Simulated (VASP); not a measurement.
A run of VASP 6.6.1 is set up as follows.

Contents of INCAR:

```
SYSTEM = Ti
  ALGO = Fast
  EDIFF = 1E-6
  ENCUT = 520
  GGA = PE
  ISIF = 2
  ISMEAR = 0
  LASPH = .True.
  LCHARG = .False.
  LREAL = .False.
  LWAVE = .False.
  NBANDS = 12
  NELM = 80
  PREC = Accurate
  SIGMA = 0.15
```

File KPOINTS:

```
k-points
0
Gamma
  26 26 26
  0 0 0
```

The input POSCAR:

```
Ti
1.0
   -1.6277527636      1.7498342209      1.6277527636
    1.6277527636     -1.7498342209      1.6277527636
    1.6277527636      1.7498342209     -1.6277527636
Ti
1
Direct
    0.0000000000      0.0000000000      0.0000000000
```

Potentials or basis: VASP PAW PBE potentials, release 64 (Ti_sv).

The run is started by

```sh
$ cat potpaw_PBE.64/Ti_sv/POTCAR > POTCAR
$ mpirun -np 1 vasp_std > vasp.out
```

(1) Estimate the pressure.

(2) Estimate the band gap on the k mesh.

Results:

(1) -6.8 GPa.

(2) zero (bands 6 and 7 overlap by 1.52 eV).

Caveat: the cell differs from its parent crystal (strain +0.0750 x Voigt [0, 1, 0, 0, 0, 0]); the cell stands under tension.
